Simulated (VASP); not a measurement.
Input of a VASP 6.6.1 run:

INCAR

```
PREC = Accurate
ENCUT = 520
EDIFF = 1E-7
ISMEAR = 0
SIGMA = 0.05
LREAL = F
LASPH = T
NELM = 100
ALGO = Normal
ISIF = 2
LWAVE = F
LCHARG = T
GGA = PE
IVDW = 12
LELF = T
LVHAR = T
NBANDS = 35
```

KPOINTS

```
Automatic mesh
0
Gamma
  12 12 2
```

The input POSCAR:

```
Te2Mo
1.0
    3.5488471669      0.0000000000      0.0000000000
   -1.7744235834      3.0733918007      0.0000000000
    0.0000000000      0.0000000000     13.7008448353
Te Mo
4 2
Direct
    0.3333333333      0.6666666667      0.6173401526
    0.6666666667      0.3333333333      0.1173401526
    0.3333333333      0.6666666667      0.8826598474
    0.6666666667      0.3333333333      0.3826598474
    0.3333333333      0.6666666667      0.2500000000
    0.6666666667      0.3333333333      0.7500000000
```

Potentials or basis: VASP PAW PBE potentials, release 64 (Te, Mo_sv).

Launch:

```console
$ cat potpaw_PBE.64/Te/POTCAR potpaw_PBE.64/Mo_sv/POTCAR > POTCAR
$ mpirun -np 1 vasp_std > vasp.out
```

Question: Estimate the dispersion energy per atom.

Answer: -0.538 eV.

Question: What does it give for the band gap on the k mesh?

Answer: 0.61 eV (least direct gap 0.98 eV).

Question: What does it give for the largest force?

Answer: 0.244 eV/Å.

Question: What does it give for the pressure?

Answer: -2.7 GPa.

Stress tensor (GPa, compression positive):
```
-2.97  0.00  0.00
 0.00 -2.97  0.00
 0.00  0.00 -2.07
```

Caveat: the cell differs from its parent crystal (strain +0.0150 x Voigt [1, 1, 0, 0, 0, 0]); spin-orbit coupling is left out, which moves the levels of the heavy elements. A k mesh can miss the band edges.
